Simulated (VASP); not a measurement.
Input of a VASP 6.6.1 run:

The input INCAR:

```
SYSTEM = WSe2
ALGO     = Normal         ! electronic algorithm
EDIFF    = 1E-6           ! SCF threshold, eV
ENCUT    = 520            ! plane-wave cutoff, eV
GGA      = PE             ! functional
ISIF     = 2              ! what is computed and relaxed
ISMEAR   = 0              ! smearing method
IVDW     = 12             ! dispersion correction
LASPH    = .TRUE.         ! aspherical terms in the spheres
LCHARG   = .FALSE.        ! write CHGCAR
LREAL    = .FALSE.        ! projectors in reciprocal space
LWAVE    = .FALSE.        ! write WAVECAR
NBANDS   = 20             ! bands
NELM     = 60             ! most SCF steps
PREC     = Accurate       ! precision mode
SIGMA    = 0.05           ! smearing width, eV
```

Contents of KPOINTS:

```
k-points
0
G
  9 9 4
  0 0 0
```

The input POSCAR:

```
WSe2
1.0
    3.3795566996      0.0000000000      0.0000000000
   -1.6897783498      2.9267819554      0.0000000000
    0.0000000000      0.0000000000      6.5948669437
W Se
1 2
Direct
    0.0000000000      0.0000000000      0.0000000000
    0.3333333333      0.6666666667      0.2762384783
    0.3333333333      0.6666666667      0.7237615217
```

Potentials or basis: VASP PAW PBE potentials, release 64 (W_sv, Se).

Command:

```bash
$ cat potpaw_PBE.64/W_sv/POTCAR potpaw_PBE.64/Se/POTCAR > POTCAR
$ mpirun -np 1 vasp_std > vasp.out
```

Q: What does it give for the pressure?

A: -12.2 GPa.

Q: What does it give for the band gap on the k mesh?

A: 0.62 eV (least direct gap 1.24 eV).

Q: What does it give for the largest force?

A: 3.023 eV/Å.

Forces on the atoms (eV/Å):
```
W    0.000  0.000  0.000
Se   0.000  0.000 -3.023
Se   0.000  0.000  3.023
```

Caveat: the cell stands under tension; spin-orbit coupling is left out, which moves the levels of the heavy elements; an odd mesh through Γ misses points on the zone boundary, where band edges can lie; forces of over 1 eV/Å act on the atoms, so gaps and moduli don't describe the material at rest.
